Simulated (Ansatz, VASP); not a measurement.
## Mo2PdS4: VASP beside Ansatz

```
Pd S Mo
1.0
     0.00000    3.31114    0.00000
     3.73317   -1.65557    5.21590
     2.88052    0.00000   -5.21590
Pd S Mo
1 4 2
Direct
  0.00000 0.00000 0.00000
  0.36220 0.72440 0.02280
  0.63780 0.27560 0.97720
  0.10450 0.20900 0.44110
  0.89550 0.79100 0.55890
  0.25690 0.51380 0.30950
  0.74310 0.48620 0.69050
```

Alike in both runs: task single point; functional PBE; k mesh 6 × 6 × 4; no spin polarisation.

|  | VASP | Ansatz |
| --- | --- | --- |
| version | VASP 6.6.1 | Ansatz 0.2.0 |
| potentials or method | VASP PAW PBE potentials, release 64 (Pd, S, Mo_sv), cutoff 520 eV | PAW plane waves |
| occupations | fermi-dirac, width 0.1 eV | fermi-dirac |
| valence electrons in the cell | 62 | 70 |

```csv
,VASP,Ansatz,Ansatz less VASP
gap on the k mesh at the Fermi level (eV),none,none,-
pressure (GPa),2.5,2.5,+0.04
"traceless stress, the component that is largest in VASP (GPa)",3.15,3.17,+0.020
rms of the force components (eV/Å),0.467,0.470,+0.0032
```

Atom by atom the forces differ by 0.006 eV/Å (rms over components). A gap of «none» marks a metal or a gap that the smearing closes. VASP's potentials hold 62 valence electrons a cell and Ansatz's 70, so a difference there can come from the potentials and not from the codes.
